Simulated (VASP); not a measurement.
Input of a VASP 6.6.1 run:

Contents of INCAR:

```
PREC = Accurate
ENCUT = 520
EDIFF = 1E-8
ISMEAR = -1
SIGMA = 0.05
LREAL = F
LASPH = T
NELM = 100
ALGO = Normal
ISIF = 2
LWAVE = F
LCHARG = F
GGA = PE
LEFG = T
NBANDS = 16
```

The input KPOINTS:

```
regular mesh
0
Gamma
  11 11 11
```

The input POSCAR:

```
GaAs
1.0
    0.0000000000      2.7696338872      2.7696338872
    2.7696338872      0.0000000000      2.7696338872
    2.7696338872      2.7696338872      0.0000000000
Ga As
1 1
Direct
    0.0000000000      0.0000000000      0.0000000000
    0.7500000000      0.7500000000      0.7500000000
```

Potentials or basis: VASP PAW PBE potentials, release 64 (Ga_d, As).

Command:

```sh
$ cat potpaw_PBE.64/Ga_d/POTCAR potpaw_PBE.64/As/POTCAR > POTCAR
$ mpirun -np 1 vasp_std > vasp.out
```

(1) What does it give for the pressure?

(2) What does it give for the band gap on the k mesh?

Results:

(1) 8.9 GPa.

(2) 0.99 eV, direct.

Caveat: without QUAD_EFG the Cq values of the log hold for a quadrupole moment of 1 mb, not for the nuclei.
